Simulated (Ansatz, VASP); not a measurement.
Two plane-wave programs on WC

The input POSCAR:

```
WC
1.0
    0.0000000000      2.1926800000      2.1926800000
    2.1926800000      0.0000000000      2.1926800000
    2.1926800000      2.1926800000      0.0000000000
W C
1 1
Direct
   -0.0017710415      0.0007655589      0.0003177995
    0.5271074284      0.4882824066      0.4951357904
```

The input INCAR.step1:

```
  ALGO = Normal
  EDIFF = 1E-5
  ENCUT = 660
  GGA = PE
  GGA_COMPAT = False
  ISMEAR = -1
  LASPH = True
  LCHARG = False
  LREAL = False
  LWAVE = True
  NBANDS = 16
  NELM = 120
  PREC = Accurate
  SIGMA = 0.1
```

The input INCAR.step2:

```
  ALGO = Normal
  EDIFF = 1E-6
  ENCUT = 660
  GGA_COMPAT = False
  ISIF = 2
  ISMEAR = -1
  ISTART = 1
  LASPH = True
  LCHARG = False
  LMIXTAU = True
  LREAL = False
  LWAVE = False
  METAGGA = R2SCAN
  NBANDS = 16
  NELM = 120
  PREC = Accurate
  SIGMA = 0.1
```

File KPOINTS:

```
k-points
0
Gamma
  4 4 4
```

Input for Ansatz:

```yaml
crystal:
  lattice:
    - [0.0, 2.19268, 2.19268]
    - [2.19268, 0.0, 2.19268]
    - [2.19268, 2.19268, 0.0]
  atoms:
    - { symbol: W, position: [-0.0017710414534016004, 0.0007655589493311059, 0.00031779950413633544] }
    - { symbol: C, position: [0.5271074283908668, 0.4882824066206967, 0.4951357904363848] }
basis:
  ecutwfc: 612.25619053473
kpoints:
  mp_grid:
    grid: [4, 4, 4]
hamiltonian:
  xc: r2scan
scf:
  max_iter: 80
  occupations:
    method: fermi_dirac
    width: 0.1
output:
  forces: true
```

Alike in both runs: task single point; functional r2SCAN; k mesh 4 × 4 × 4; occupations fermi-dirac, width 0.1 eV; no spin polarisation.

|  | VASP | Ansatz |
| --- | --- | --- |
| version | VASP 6.6.1 | Ansatz 0.2.0 |
| potentials or method | VASP PAW PBE potentials, release 64 (W_sv, C), cutoff 660 eV | plane waves, PAW |
| valence electrons in the cell | 18 | 18 |

```csv
,VASP,Ansatz,Ansatz less VASP
rms of the force components (eV/Å),0.415,0.405,-0.0103
```

VASP's potentials were made for PBE, not for r2SCAN. Atom by atom the forces differ by 0.010 eV/Å (rms over components). With one functional, cell and mesh, what is left measures potentials, basis and numerics.

The k mesh is coarse, so the values compare programs but aren't converged. Spin-orbit coupling is off throughout.
